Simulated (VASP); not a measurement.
Write the native input for VASP 6.6.1 that does the following.

| Quantity | Value |
| --- | --- |
| Task | single point |
| Functional | LDA |
| Potentials or basis | VASP PAW LDA potentials, release 64 (Hf_pv, N) |
| Cutoff | 520 eV |
| k mesh | 10 × 10 × 10 |
| Occupations | methfessel-paxton, width 0.1 eV |
| Spin | no spin polarisation |
| Dipole correction | no |
| Further INCAR settings | ALGO = Normal; EDIFF = 1e-06; NBANDS = 14 |

The structure of HfN lies in POSCAR:

```
HfN
1.0
    0.0000000000      2.3875305024      2.3875305024
    2.3875305024      0.0000000000      2.3875305024
    2.3875305024      2.3875305024      0.0000000000
Hf N
1 1
Direct
    0.0000000000      0.0000000000      0.0000000000
    0.7500000000      0.7500000000      0.7500000000
```

One way to write it, as run:

INCAR

```
SYSTEM = HfN
ALGO = Normal
EDIFF = 1E-6
ENCUT = 520
GGA = CA
ISIF = 2
ISMEAR = 1
LASPH = .True.
LCHARG = .True.
LELF = .True.
LREAL = .False.
LVHAR = .True.
LWAVE = .False.
NBANDS = 14
NELM = 100
PREC = Accurate
SIGMA = 0.1
```

KPOINTS

```
k-points
0
Gamma
  10 10 10
  0 0 0
```

Potentials or basis: VASP PAW LDA potentials, release 64 (Hf_pv, N).

Run with:

```bash
$ cat potpaw_LDA.64/Hf_pv/POTCAR potpaw_LDA.64/N/POTCAR > POTCAR
$ mpirun -np 1 vasp_std > vasp.out
```

Results of the run:

| Quantity | Value |
| --- | --- |
| Pressure | 7.6 GPa |

Run time: 28 s on 1 thread of Intel(R) Xeon(R) Platinum 8375C CPU @ 2.90GHz (Ice Lake), with other jobs on the host, peak memory 0.15 GiB.
